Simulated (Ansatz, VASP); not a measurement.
SrTiO3: VASP beside Ansatz

```
Sr Ti O
1.0
     3.71893    0.00000    0.00000
     0.00000    3.71893    0.00000
     0.00000    0.00000    4.03910
Sr Ti O
1 1 3
Cartesian
  0.0000 0.0000 0.0000
  1.8595 1.8595 2.0195
  1.8595 0.0000 2.0195
  1.8595 1.8595 0.0000
  0.0000 1.8595 2.0195
```

Change from the starting cell: epitaxial_xy strain -4.8%.

Alike in both runs: task single point; functional r2SCAN; k mesh 6 × 6 × 6; no spin polarisation.

|  | VASP | Ansatz |
| --- | --- | --- |
| version | VASP 6.6.1 | Ansatz 0.2.0 |
| potentials or method | VASP PAW PBE potentials, release 64 (Sr_sv, Ti_sv, O) | plane waves, PAW |
| plane-wave cutoff (eV) | 520 | 500 |
| occupations | gaussian, width 0.01 eV | fixed |
| valence electrons in the cell | 40 | 40 |

|  | VASP | Ansatz | Ansatz less VASP |
| --- | --- | --- | --- |
| gap on the k mesh at the Fermi level (eV) | 2.23 | 2.22 | -0.003 |
| pressure (GPa) | 17.7 | 16.6 | -1.16 |
| traceless stress, the component that is largest in VASP (GPa) | -16.88 | -16.58 | +0.298 |

VASP's potentials were made for PBE, not for r2SCAN.
